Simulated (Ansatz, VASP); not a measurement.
K2S: VASP beside Ansatz

File INCAR:

```
SYSTEM = K2S
PREC = Accurate ; ENCUT = 500
EDIFF = 1E-6 ; ISMEAR = 0
SIGMA = 0.01 ; LREAL = .False.
LASPH = .True. ; NELM = 120
ALGO = Normal ; ISIF = 2
LWAVE = .False. ; LCHARG = .False.
GGA = PE ; NBANDS = 19
GGA_COMPAT = .False.
```

KPOINTS

```
regular mesh
0
Gamma
  4 4 4
  0 0 0
```

The input POSCAR:

```
K2S
1.0
    0.0000000000      3.7027186978      3.7027186978
    3.7027186978      0.0000000000      3.7027186978
    3.7027186978      3.7027186978      0.0000000000
K S
2 1
Direct
    0.2500000000      0.2500000000      0.2500000000
    0.7500000000      0.7500000000      0.7500000000
    0.0000000000      0.0000000000      0.0000000000
```

Input for Ansatz:

```yaml
crystal:
  lattice:
    - [0.0, 3.7027186978, 3.7027186978]
    - [3.7027186978, 0.0, 3.7027186978]
    - [3.7027186978, 3.7027186978, 0.0]
  atoms:
    - { symbol: K, position: [0.25, 0.25, 0.25] }
    - { symbol: K, position: [0.75, 0.75, 0.75] }
    - { symbol: S, position: [0.0, 0.0, 0.0] }
kpoints:
  mp_grid: { grid: [4, 4, 4] }
hamiltonian:
  xc: pbe
scf:
  occupations: { method: fixed }
  n_extra_bands: 4
output:
  forces: true
  stress: true
  eigenvalues: true
```

Alike in both runs: task single point; functional PBE; k mesh 4 × 4 × 4; no spin polarisation.

|  | VASP | Ansatz |
| --- | --- | --- |
| version | VASP 6.6.1 | Ansatz 0.2.0 |
| potentials or method | VASP PAW PBE potentials, release 64 (K_sv, S) | plane waves, PAW |
| plane-wave cutoff (eV) | 500 | 420 |
| occupations | gaussian, width 0.01 eV | fixed |
| valence electrons in the cell | 24 | 24 |

Ansatz gave:

```
gap on the k mesh at the Fermi level (eV) : 2.38
pressure (GPa)                            : 0.4
```

Question: Estimate VASP's values.

Answer: gap on the k mesh at the Fermi level (eV): 2.38; pressure (GPa): 0.5.
